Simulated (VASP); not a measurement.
A run of VASP 6.6.1 is set up as follows.

The input INCAR:

```
SYSTEM = C
PREC = Accurate
ENCUT = 520
EDIFF = 1E-6
ISMEAR = -1
SIGMA = 0.05
LREAL = .False.
LASPH = .True.
NELM = 80
ALGO = Normal
ISIF = 2
LWAVE = .False.
LCHARG = .False.
GGA = PE
IVDW = 12
NBANDS = 11
```

KPOINTS

```
regular mesh
0
Gamma
  13 13 13
  0 0 0
```

Contents of POSCAR:

```
C
1.0
    0.0000000000      1.7714007132      1.7714007132
    1.7714007132      0.0000000000      1.7714007132
    1.7714007132      1.7714007132      0.0000000000
C
2
Direct
    0.7500000000      0.7500000000      0.7500000000
    0.5000000000      0.5000000000      0.5000000000
```

Potentials or basis: VASP PAW PBE potentials, release 64 (C).

Command:

```console
$ cat potpaw_PBE.64/C/POTCAR > POTCAR
$ mpirun -np 1 vasp_std > vasp.out
```

**Question.** Predict the band gap on the k mesh.

**Answer.** 4.19 eV, indirect (least direct gap 5.65 eV).

**Question.** Estimate the pressure.

**Answer.** 6.1 GPa.

**Question.** Predict the dispersion energy per atom.

**Answer.** -0.195 eV.

A k mesh can miss the band edges.
